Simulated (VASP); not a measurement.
Write the native input for VASP 6.6.1 that does the following.

* Task: relaxation of cell and atoms
* Functional: LDA
* Potentials or basis: VASP PAW LDA potentials, release 64 (Re)
* Cutoff: 600 eV
* k mesh: 18 × 18 × 18
* Occupations: fermi-dirac, width 0.08 eV
* Spin: no spin polarisation
* Target pressure: 140 GPa
* Dipole correction: no
* Further INCAR settings: ALGO = Normal; EDIFF = 1e-07; IBRION = 2; EDIFFG = -0.005; NSW = 32; ISIF = 3

The structure of Re lies in POSCAR:

```
Re
1.0
    0.0000000000      1.7950850959      1.7950850959
    1.7950850959      0.0000000000      1.7950850959
    1.7950850959      1.7950850959      0.0000000000
Re
1
Direct
    0.0000000000      0.0000000000      0.0000000000
```

This isn't the form of Re at room conditions, which is hcp.

These files were run (other wordings do the same):

INCAR

```
SYSTEM = Re
ALGO = Normal
EDIFF = 1E-7
EDIFFG = -0.005
ENCUT = 600
IBRION = 2
ISIF = 3
ISMEAR = -1
LASPH = .True.
LCHARG = .False.
LREAL = .False.
LWAVE = .False.
NELM = 100
NSW = 32
PREC = Accurate
PSTRESS = 1400.0
SIGMA = 0.08
```

KPOINTS

```
k-points
0
Gamma
  18 18 18
  0 0 0
```

Potentials or basis: VASP PAW LDA potentials, release 64 (Re).

Launch:

```sh
$ cat potpaw_LDA.64/Re/POTCAR > POTCAR
$ mpirun -np 1 vasp_std > vasp.out
```

It gave:

```yaml
Relaxed_volume: 11.66 Å³/atom
Relaxed_cell: a = 2.545 Å, b = 2.545 Å, c = 2.545 Å, α = 60.00°, β = 60.00°, γ = 60.00°
Space_group_after_relaxing_to_0.1_Å: Fm-3m (No. 225)
Energy_change_on_relaxing_the_run_minimises_the_enthalpy: -78.1 meV/atom
Ionic_steps: 4
Pressure_after_relaxing: 140.0 GPa
Band_gap_on_the_k_mesh: zero (an odd number of electrons rules out a gap without spin polarisation)
```

Caveat: the cell is relaxed towards a set pressure, so the run minimises the enthalpy, not the energy; spin-orbit coupling is left out, which moves the levels of the heavy elements.

Wall time 73 s on 1 thread of Intel Xeon 8259CL, on a shared host, peak memory 0.15 GiB.
